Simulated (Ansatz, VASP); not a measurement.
## Lu in VASP and in Ansatz

The input POSCAR:

```
Lu
1.0
    3.5048186286      0.0000000000      0.0000000000
   -1.7524093143      3.0352619680      0.0000000000
    0.0000000000      0.0000000000      5.4696750779
Lu
2
Direct
    0.3333333333      0.6666666667      0.2500000000
    0.6666666667      0.3333333333      0.7500000000
```

File INCAR.step1:

```
SYSTEM = Lu
PREC = Accurate
ENCUT = 520
ISMEAR = 1
SIGMA = 1.0
LREAL = .False.
LASPH = .True.
NELM = 80
NBANDS = 32
GGA = PE
ALGO = Normal
EDIFF = 1E-4
LWAVE = .True.
LCHARG = .False.
```

Contents of INCAR.step2:

```
SYSTEM = Lu
PREC = Accurate
ENCUT = 520
EDIFF = 1E-7
ISMEAR = 1
SIGMA = 1.0
LREAL = .False.
LASPH = .True.
NELM = 80
ALGO = Normal
ISIF = 2
LWAVE = .False.
LCHARG = .True.
METAGGA = R2SCAN
LMIXTAU = .True.
LELF = .True.
LVHAR = .True.
NBANDS = 32
ISTART = 1
```

File KPOINTS:

```
regular mesh
0
Gamma
  10 10 6
  0 0 0
```

Input for Ansatz:

```yaml
crystal:
  lattice:
    - [3.5048186286, 0.0, 0.0]
    - [-1.7524093143, 3.035261968, 0.0]
    - [0.0, 0.0, 5.4696750779]
  atoms:
    - { symbol: Lu, position: [0.3333333333, 0.6666666667, 0.25] }
    - { symbol: Lu, position: [0.6666666667, 0.3333333333, 0.75] }
hamiltonian:
  xc: r2scan
  pseudopotentials:
    kind: paw
    azcp:
      Lu: "pseudopotentials/Lu.paw.azcp"
basis:
  ecutwfc: 500
  fft_grid_basis: typed
kpoints:
  mp_grid: { grid: [10, 10, 6], shift: [0, 0, 0] }
magnetization:
  spin_polarized: false
scf:
  occupations: { method: methfessel_paxton, width: 1.0 }
  lower_state_search: "off"
output:
  stress: true
  write_density: true
  write_potential: true
  elf: true
  volumetric_format: npy
```

Alike in both runs: task single point; functional r2SCAN; k mesh 10 × 10 × 6; occupations methfessel-paxton of order 1, width 1 eV; no spin polarisation.

```csv
,VASP,Ansatz
version,VASP 6.6.1,Ansatz 0.2.0
potentials or method,"VASP PAW PBE potentials, release 64 (Lu), cutoff 520 eV","plane waves (500 eV) with PAW, scalar-relativistic"
valence electrons in the cell,50,50
```

```tsv
	VASP	Ansatz	Ansatz less VASP
pressure (GPa)	0.5	0.2	-0.33
traceless stress, the component that is largest in VASP (GPa)	0.40	0.35	-0.053
```

VASP's potentials were made for PBE, not for r2SCAN.

Neither program's run includes spin-orbit coupling.
